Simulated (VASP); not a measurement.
A run of VASP 6.6.1 is set up as follows.

The input INCAR:

```
SYSTEM = KI
PREC = Accurate
ENCUT = 520
EDIFF = 1E-7
ISMEAR = 0
SIGMA = 0.01
LREAL = .FALSE.
LASPH = .TRUE.
NELM = 60
ALGO = Normal
ISIF = 2
LWAVE = .FALSE.
LCHARG = .FALSE.
GGA = PE
NBANDS = 15
```

File KPOINTS:

```
Automatic mesh
0
G
  4 4 4
  0 0 0
```

File POSCAR:

```
KI
1.0
    0.0000000000      3.4911199532      3.5584596515
    3.4911199532      0.0000000000      3.5584596515
    3.4911199532      3.4911199532      0.0000000000
K I
1 1
Direct
    0.0000000000      0.0000000000      0.0000000000
    0.5000000000      0.5000000000      0.5000000000
```

Potentials or basis: VASP PAW PBE potentials, release 64 (K_sv, I).

Command:

```bash
$ cat potpaw_PBE.64/K_sv/POTCAR potpaw_PBE.64/I/POTCAR > POTCAR
$ mpirun -np 1 vasp_std > vasp.out
```

(1) What does it give for the pressure?

(2) Estimate the band gap on the k mesh.

Results:

(1) 0.9 GPa.

(2) 4.00 eV, direct.

Caveat: the cell differs from its parent crystal (epitaxial xy strain -1.5%); spin-orbit coupling is left out, which moves the levels of the heavy elements.
